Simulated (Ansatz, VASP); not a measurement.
## One calculation of PbF2, two programs

```
Pb F
1.0
     0.00000    2.96366    2.96366
     2.96366    0.00000    2.96366
     2.96366    2.96366    0.00000
Pb F
1 2
Direct
  0.00000 0.00000 0.00000
  0.25000 0.25000 0.25000
  0.75000 0.75000 0.75000
```

Alike in both runs: task relaxation of the atoms; functional PBE; k mesh 8 × 8 × 8; occupations fermi-dirac, width 0.03 eV; no spin polarisation.

|  | VASP | Ansatz |
| --- | --- | --- |
| version | VASP 6.6.1 | Ansatz 0.2.0 |
| potentials or method | VASP PAW PBE potentials, release 64 (Pb_d, F) | PAW with Ansatz's default frozen-core files, scalar-relativistic |
| plane-wave cutoff (eV) | 520 | 420 |
| valence electrons in the cell | 28 | 28 |

|  | VASP | Ansatz | Ansatz less VASP |
| --- | --- | --- | --- |
| gap on the k mesh at the Fermi level, each at its own relaxed structure (eV) | 4.42 | 4.42 | +0.004 |

Ansatz's warnings: stress scf threshold loose.

Neither program's run includes spin-orbit coupling. Noted on VASP's run: the relaxation stopped at its first step, so nothing moved.
